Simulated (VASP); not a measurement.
CsSn2N3: relaxation of cell and atoms with PBE

The system is CsSn2N3.

```xyz
6
Lattice="6.0368 0.0000 0.0000 -3.0184 5.2280 0.0000 0.0000 0.0000 3.0490" Properties=species:S:1:pos:R:3 pbc="T T T"
Cs    0.0000    0.0000    0.0000
Sn    0.0000    3.4853    0.0000
Sn    3.0184    1.7427    0.0000
N     3.0184    0.0000    1.5245
N     1.5092    2.6140    1.5245
N    -1.5092    2.6140    1.5245
```

- Program: VASP 6.6.1
- Task: relaxation of cell and atoms
- Functional: PBE
- Potentials or basis: VASP PAW PBE potentials, release 64 (Cs_sv, Sn_d, N)
- Cutoff: 600 eV
- k mesh: 6 × 6 × 12
- Occupations: gaussian, width 0.1 eV
- Spin: no spin polarisation
- Dipole correction: no
- Further INCAR settings: ALGO = Normal; EDIFF = 1e-06; IBRION = 2; EDIFFG = -0.01; NSW = 100; ISIF = 3

```yaml
Relaxed_volume: 16.23 Å³/atom
Relaxed_cell: a = 6.056 Å, b = 6.056 Å, c = 3.065 Å, α = 90.00°, β = 90.00°, γ = 120.00°
Space_group_after_relaxing_to_0.05_Å: P6/mmm (No. 191)
Energy_gained_by_relaxing: 0.7 meV/atom
Ionic_steps: 6
Pressure_after_relaxing: 0.0 GPa
Band_gap_on_the_k_mesh: zero (band 26 reaches 6.80 eV, above the bottom of band 27 at 6.52 eV)
```

The path:
```csv
step,energy change (eV),largest force (eV/Å),pressure (GPa),volume (Å³)
1,0.0000,0.0000,1.12,96.23
2,-0.0029,0.0000,-0.44,97.79
3,-0.0043,0.0000,0.09,97.23
4,-0.0043,0.0000,0.14,97.21
5,-0.0044,0.0000,-0.03,97.41
6,-0.0044,0.0000,0.02,97.35
```

Final structure:
```
CELL_PARAMETERS angstrom
6.05610 0.00000 0.00000
-3.02805 5.24473 0.00000
0.00000 0.00000 3.06497
ATOMIC_POSITIONS crystal
Cs 0.00000 0.00000 0.00000
Sn 0.33333 0.66667 0.00000
Sn 0.66667 0.33333 0.00000
N 0.50000 0.00000 0.50000
N 0.50000 0.50000 0.50000
N 0.00000 0.50000 0.50000
```

Levels at points of the mesh, in eV from the Fermi level:
```
           k point  band 24  band 25  band 26  band 27  band 28  band 29
(0.00, 0.00, 0.00)    -0.25    -0.15    -0.15    -0.08     2.63     2.63
(0.50, 0.00, 0.00)    -0.73    -0.50    -0.15     1.15     2.52     4.44
(0.00, 0.00, 0.50)    -2.18    -0.10    -0.10     0.51     4.02     4.21
(0.50, 0.00, 0.50)    -1.11    -0.93    -0.56     0.17     1.78     3.34
```

Run time: 11 min on 1 thread of Oxide Virtual Turin-like Processor, on a shared host, peak memory 0.31 GiB.

Caveat: spin-orbit coupling is left out, which moves the levels of the heavy elements.
